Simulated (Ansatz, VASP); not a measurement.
# One calculation of Ti, two programs

```
CELL_PARAMETERS angstrom
-1.74700 1.74700 1.87176
1.74700 -1.74700 1.87176
1.50823 1.50823 -1.87176
ATOMIC_POSITIONS crystal
Ti 0.00000 0.00000 0.00000
```

Change from the starting cell: engineering shear strain xy -0.1467, normal strain along z +0.1500.

Alike in both runs: task single point; functional PBE; k mesh 20 × 20 × 20; occupations gaussian, width 0.15 eV; no spin polarisation.

|  | VASP | Ansatz |
| --- | --- | --- |
| version | VASP 6.6.1 | Ansatz 0.2.0 |
| potentials or method | VASP PAW PBE potentials, release 64 (Ti_sv), cutoff 520 eV | scalar-relativistic, plane waves, PAW |
| valence electrons in the cell | 12 | 12 |

```tsv
	VASP	Ansatz	Ansatz less VASP
gap on the k mesh at the Fermi level (eV)	none	none	-
pressure (GPa)	-11.3	-11.1	+0.16
traceless stress, the component that is largest in VASP (GPa)	3.05	3.06	+0.016
```

A gap of «none» marks a metal or a gap that the smearing closes.
